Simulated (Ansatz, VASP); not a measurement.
One calculation of MgV3, two programs

```
V Mg
1.0
     3.90307    0.00000    0.00000
     0.00000    3.90307    0.00000
     0.00000    0.00000    3.90307
V Mg
3 1
Cartesian
  0.0000 1.9515 1.9515
  1.9515 0.0000 1.9515
  1.9515 1.9515 0.0000
  0.0000 0.0000 0.0000
```

Alike in both runs: task single point; functional PBE; k mesh 12 × 12 × 12; occupations gaussian, width 0.1 eV; collinear spin.

```csv
,VASP,Ansatz
version,VASP 6.6.1,Ansatz 0.2.0
potentials or method,"VASP PAW PBE potentials, release 64 (V_sv, Mg), cutoff 520 eV","scalar-relativistic, plane waves, PAW"
valence electrons in the cell,41,49
```

|  | VASP | Ansatz | Ansatz less VASP |
| --- | --- | --- | --- |
| gap on the k mesh at the Fermi level (eV) | none | none | - |
| pressure (GPa) | 0.2 | 0.0 | -0.19 |
| net moment per atom (μB) | 0.29 | 0.29 | -0.002 |
| size of the moment on the site where the two differ most (μB) | 0.33 | 0.33 | -0.003 |

Site moments also hang on the region over which each program counts them. A gap of «none» marks a metal or a gap that the smearing closes. The functional is the same, so the differences come from potentials, cutoffs and numerics. VASP's potentials hold 41 valence electrons a cell and Ansatz's 49, so a difference there can come from the potentials and not from the codes.
